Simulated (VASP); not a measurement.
A run of VASP 6.6.1:

INCAR

```
SYSTEM = F
ALGO     = Normal         ! electronic algorithm
EDIFF    = 1E-6           ! SCF threshold, eV
ENCUT    = 520            ! plane-wave cutoff, eV
GGA      = PE             ! functional
ISIF     = 2              ! what is computed and relaxed
ISMEAR   = 0              ! smearing method
IVDW     = 12             ! dispersion correction
LASPH    = .True.         ! aspherical terms in the spheres
LCHARG   = .True.         ! write CHGCAR
LELF     = .True.         ! ELF
LREAL    = .False.        ! projectors in reciprocal space
LVHAR    = .True.       
LWAVE    = .False.        ! write WAVECAR
NBANDS   = 22             ! bands
NELM     = 60             ! most SCF steps
PREC     = Accurate       ! precision mode
SIGMA    = 0.05           ! smearing width, eV
```

The input KPOINTS:

```
k-points
0
Gamma
  8 8 4
  0 0 0
```

POSCAR

```
F
1.0
    3.0312537854     -1.7781719275      0.3198971065
    3.0312537854      1.7781719275      0.3198971065
   -0.8400727309      0.0000000000      6.6967596301
F
4
Direct
    0.9138648456      0.5855481450      0.0939279973
    0.4144518550      0.0861351544      0.4060720027
    0.0861351544      0.4144518550      0.9060720027
    0.5855481450      0.9138648456      0.5939279973
```

Potentials or basis: VASP PAW PBE potentials, release 64 (F).

Run with:

```console
$ cat potpaw_PBE.64/F/POTCAR > POTCAR
$ mpirun -np 1 vasp_std > vasp.out
```

Hardware: 1 thread of Oxide Virtual Turin-like Processor, with other jobs on the host.

Task: Estimate the wall time of this run.

Result: Wall time 2.9 min on 1 thread of Oxide Virtual Turin-like Processor, on a shared host, peak memory 0.2 GiB. Counts: scf iterations 12, k points 78.
